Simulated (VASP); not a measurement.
Set up this calculation in VASP 6.6.1, as the native input.

| Item | Value |
| --- | --- |
| Task | single point |
| Functional | PBEsol |
| Potentials or basis | VASP PAW PBE potentials, release 64 (Mg, Te) |
| Cutoff | 520 eV |
| k mesh | 6 × 6 × 6 |
| Occupations | gaussian, width 0.1 eV |
| Spin | no spin polarisation |
| Dipole correction | no |
| Further INCAR settings | ALGO = Fast; EDIFF = 1e-07; NBANDS = 14 |

The structure of Mg3Te lies in POSCAR:

```
Mg3Te
1.0
   -2.1393600000      2.1393600000      5.2824880000
    2.1393600000     -2.1393600000      5.2824880000
    2.1393600000      2.1393600000     -5.2824880000
Mg Te
3 1
Direct
    0.5000000000      0.5000000000      0.0000000000
    0.7500000000      0.2500000000      0.5000000000
    0.2500000000      0.7500000000      0.5000000000
    0.0000000000      0.0000000000      0.0000000000
```

The input as run:

INCAR

```
PREC = Accurate
ENCUT = 520
EDIFF = 1E-7
ISMEAR = 0
SIGMA = 0.1
LREAL = F
LASPH = T
NELM = 60
ALGO = Fast
ISIF = 2
LWAVE = F
LCHARG = T
GGA = PS
LELF = T
LVHAR = T
NBANDS = 14
```

KPOINTS

```
Automatic mesh
0
Gamma
  6 6 6
```

Potentials or basis: VASP PAW PBE potentials, release 64 (Mg, Te).

Command:

```console
$ cat potpaw_PBE.64/Mg/POTCAR potpaw_PBE.64/Te/POTCAR > POTCAR
$ mpirun -np 1 vasp_std > vasp.out
```

It gave:

```json
{
  "Pressure": "-1.1 GPa",
  "Band gap on the k mesh": "zero (band 6 reaches 4.94 eV, above the bottom of band 7 at 3.54 eV)"
}
```

Caveat: the PAW data sets were made with another functional, which shifts forces and pressure a little; spin-orbit coupling is left out, which moves the levels of the heavy elements.

Run time: 66 s on 1 thread of Intel(R) Xeon(R) Platinum 8375C CPU @ 2.90GHz (Ice Lake), on a shared host, peak memory 0.33 GiB.
